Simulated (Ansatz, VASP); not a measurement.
Two plane-wave programs on NbNiS4

File INCAR:

```
ALGO = Normal
EDIFF = 1E-6
EDIFFG = -0.001
ENCUT = 600
GGA = PE
IBRION = 2
ISIF = 3
ISMEAR = 0
LASPH = True
LCHARG = False
LREAL = False
LWAVE = False
NELM = 100
NSW = 80
PREC = Accurate
SIGMA = 0.1
```

KPOINTS

```
k-points
0
Gamma
  12 12 4
```

The input POSCAR:

```
NbNiS4
1.0
    3.3662736594      0.0000000000      0.0000000000
   -1.6831368297      2.9152785052      0.0000000000
    0.0000000000      0.0000000000     12.6822450175
Nb Ni S
1 1 4
Direct
    0.0000000000      0.0000000000      0.5000000000
    0.0000000000      0.0000000000      0.0000000000
    0.6666666667      0.3333333333      0.9084223735
    0.6666666667      0.3333333333      0.3781386201
    0.3333333333      0.6666666667      0.6218613799
    0.3333333333      0.6666666667      0.0915776265
```

Input for Ansatz:

```yaml
crystal:
  lattice:
    - [3.3662736594, 0.0, 0.0]
    - [-1.6831368297, 2.9152785052, 0.0]
    - [0.0, 0.0, 12.6822450175]
  atoms:
    - { symbol: Nb, position: [0.0, 0.0, 0.5] }
    - { symbol: Ni, position: [0.0, 0.0, 0.0] }
    - { symbol: S, position: [0.6666666667, 0.3333333333, 0.9084223735] }
    - { symbol: S, position: [0.6666666667, 0.3333333333, 0.3781386201] }
    - { symbol: S, position: [0.3333333333, 0.6666666667, 0.6218613799] }
    - { symbol: S, position: [0.3333333333, 0.6666666667, 0.0915776265] }
basis:
  ecutwfc: 420
kpoints:
  mp_grid: { grid: [12, 12, 4] }
hamiltonian:
  xc: pbe
scf:
  occupations: { method: gaussian, width: 0.1 }
output:
  forces: true
  stress: true
  eigenvalues: true
relax:
  adjacent_minimum: "off"
  f_tol: 0.001
  max_steps: 60
  cell: { stress_tol: 0.01 }
```

Alike in both runs: task relaxation of cell and atoms; functional PBE; k mesh 12 × 12 × 4; occupations gaussian, width 0.1 eV; no spin polarisation.

|  | VASP | Ansatz |
| --- | --- | --- |
| version | VASP 6.6.1 | Ansatz 0.2.0 |
| potentials or method | VASP PAW PBE potentials, release 64 (Nb_sv, Ni, S), cutoff 600 eV | scalar-relativistic, plane waves, PAW |
| valence electrons in the cell | 47 | 55 |

Ansatz gave:

* gap on the k mesh at the Fermi level, each at its own relaxed structure (eV): none
* relaxed volume (Å³/atom): 20.77
* relaxed cell length with the largest relative difference (Å): 12.704

**Question.** What did VASP give for the same quantities?

**Answer.** gap on the k mesh at the Fermi level, each at its own relaxed structure (eV): none; relaxed volume (Å³/atom): 20.70; relaxed cell length with the largest relative difference (Å): 12.677.

A gap of «none» marks a metal or a gap that the smearing closes. VASP's potentials hold 47 valence electrons a cell and Ansatz's 55, so a difference there can come from the potentials and not from the codes.
